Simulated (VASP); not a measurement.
HPbNO4:

```
H Pb N O
1.0
     4.27531   -0.00040    0.00636
    -2.08399    5.20775   -0.04907
    -2.12377   -1.86574    4.91491
H Pb N O
1 1 1 4
Direct
  0.99073 0.03330 0.90994
  0.50274 0.81989 0.14287
  0.00838 0.47408 0.50265
  0.99816 0.92741 0.02877
  0.19467 0.73435 0.60852
  0.81673 0.35882 0.24556
  0.01381 0.33121 0.65217
```

Base run:

* Program: VASP 6.6.1
* Functional: RPBE
* Potentials or basis: VASP PAW PBE potentials, release 64 (H, Pb_d, N, O)
* Cutoff: 520 eV
* k mesh: 6 × 4 × 4
* Occupations: fermi-dirac, width 0.05 eV
* Spin: no spin polarisation

Its results: band gap on the k mesh 2.88 eV (least direct gap 3.17 eV); pressure 3.0 GPa; largest force 0.700 eV/Å.

Q: The run is repeated on the same cell with these changes: functional from RPBE to PBEsol. What comes out?

A: Band gap on the k mesh 2.84 eV (least direct gap 3.16 eV); pressure -1.8 GPa; largest force 0.409 eV/Å.

PBEsol binds more tightly than RPBE, so the same cell stands under less pressure.

Caveats: the PAW data sets were made with another functional, which shifts forces and pressure a little; spin-orbit coupling is left out, which moves the levels of the heavy elements.

A k mesh can miss the band edges.
